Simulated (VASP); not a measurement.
AlN: single point with PBE

AlN:

```
Al N
1.0
     5.26624    0.00000    0.00000
     0.00000    5.26624    0.00000
     0.00000    0.00000    3.10092
Al N
4 4
Direct
  0.67720 0.67720 0.00000
  0.17720 0.82280 0.50000
  0.82280 0.17720 0.50000
  0.32280 0.32280 0.00000
  0.81491 0.81491 0.50000
  0.18509 0.18509 0.50000
  0.68509 0.31491 0.00000
  0.31491 0.68509 0.00000
```

This cell differs from its parent crystal: volume scaled by 0.97, then relaxed in part.

```json
{"Program": "VASP 6.6.1", "Task": "single point", "Functional": "PBE", "Potentials or basis": "VASP PAW PBE potentials, release 64 (Al, N)", "Cutoff": "520 eV", "k mesh": "4 × 4 × 8", "Occupations": "gaussian, width 0.02 eV", "Spin": "no spin polarisation"}
```

```
Pressure               : 5.6 GPa
Largest force          : 0.015 eV/Å
Band gap on the k mesh : 3.95 eV, direct
```

Forces on the atoms (eV/Å):
```
Al   0.005  0.005  0.000
Al   0.005 -0.005  0.000
Al  -0.005  0.005  0.000
Al  -0.005 -0.005  0.000
N   -0.011 -0.011  0.000
N    0.011  0.011  0.000
N    0.011 -0.011  0.000
N   -0.011  0.011  0.000
```

Stress tensor (GPa, compression positive):
```
5.64 0.00 0.00
0.00 5.64 0.00
0.00 0.00 5.48
```

Levels at points of the mesh, in eV from the valence-band top:
```csv
k point,band 14,band 15,band 16,band 17,band 18,band 19
"(0.00, 0.00, 0.00)",-0.09,-0.09,0.00,3.95,6.07,6.59
"(0.50, 0.00, 0.00)",-0.64,-0.62,-0.62,5.93,5.93,6.60
"(0.50, 0.50, 0.00)",-1.05,-0.98,-0.98,6.15,6.15,6.49
"(0.00, 0.00, 0.50)",-1.68,-1.51,-1.51,6.10,6.10,7.87
"(0.50, 0.00, 0.50)",-1.39,-0.67,-0.67,6.36,6.36,6.84
"(0.50, 0.50, 0.50)",-1.19,-0.96,-0.96,5.28,5.28,5.82
```

It took 37 s on 1 thread of AMD EPYC 9R45 96-Core Processor (Zen 5) (shared host), peak memory 0.18 GiB.
